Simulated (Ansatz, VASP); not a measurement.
Y in VASP and in Ansatz

```
CELL_PARAMETERS angstrom
3.65615 0.00000 0.00000
-1.82808 3.16632 0.00000
0.00000 0.00000 5.68245
ATOMIC_POSITIONS crystal
Y 0.33333 0.66667 0.25000
Y 0.66667 0.33333 0.75000
```

Alike in both runs: task relaxation of cell and atoms; functional PBE; k mesh 13 × 13 × 7; occupations fermi-dirac, width 0.05 eV; no spin polarisation.

```csv
,VASP,Ansatz
version,VASP 6.6.1,Ansatz 0.2.0
potentials or method,"VASP PAW PBE potentials, release 64 (Y_sv), cutoff 600 eV","all-electron LAPW, scalar-relativistic"
```

VASP gave:

```
relaxed volume (Å³/atom)                                        : 32.80
relaxed length of the cell vector where the two differ most in proportion (Å) : 3.653
```

Task: Estimate Ansatz's values.

Result: Relaxed volume (Å³/atom): 32.89; relaxed length of the cell vector where the two differ most in proportion (Å): 3.656.

Ansatz ran all-electron here, and VASP with PAW potentials.
